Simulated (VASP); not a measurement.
## SrO: single point with B3LYP

The system is SrO.

```
Sr O
1.0
     0.00000    2.60041    2.60041
     2.60041    0.00000    2.60041
     2.60041    2.60041    0.00000
Sr O
1 1
Direct
  0.50000 0.50000 0.50000
  0.00000 0.00000 0.00000
```

```yaml
Program: VASP 6.6.1
Task: single point
Functional: B3LYP
Potentials_or_basis: VASP PAW PBE potentials, release 64 (Sr_sv, O)
Cutoff: 520 eV
k_mesh: 5 × 5 × 5
Occupations: fermi-dirac, width 0.05 eV
Spin: no spin polarisation
```

| Quantity | Value |
| --- | --- |
| Pressure | 0.5 GPa |
| Band gap on the k mesh | 5.36 eV (least direct gap 5.50 eV) |

Levels at points of the mesh, in eV from the valence-band top:
```csv
k point,band 4,band 5,band 6,band 7,band 8,band 9,band 10,band 11,band 12,band 13
"(0.00, 0.00, 0.00)",-14.78,-14.78,0.00,0.00,0.00,5.71,8.07,8.07,8.07,10.23
```

It took 31 min on 1 thread of Intel Xeon 8259CL, with other jobs on the host, peak memory 0.17 GiB.

Caveat: the PAW data sets were made with another functional, which shifts forces and pressure a little; an odd mesh through Γ misses points on the zone boundary, where band edges can lie.
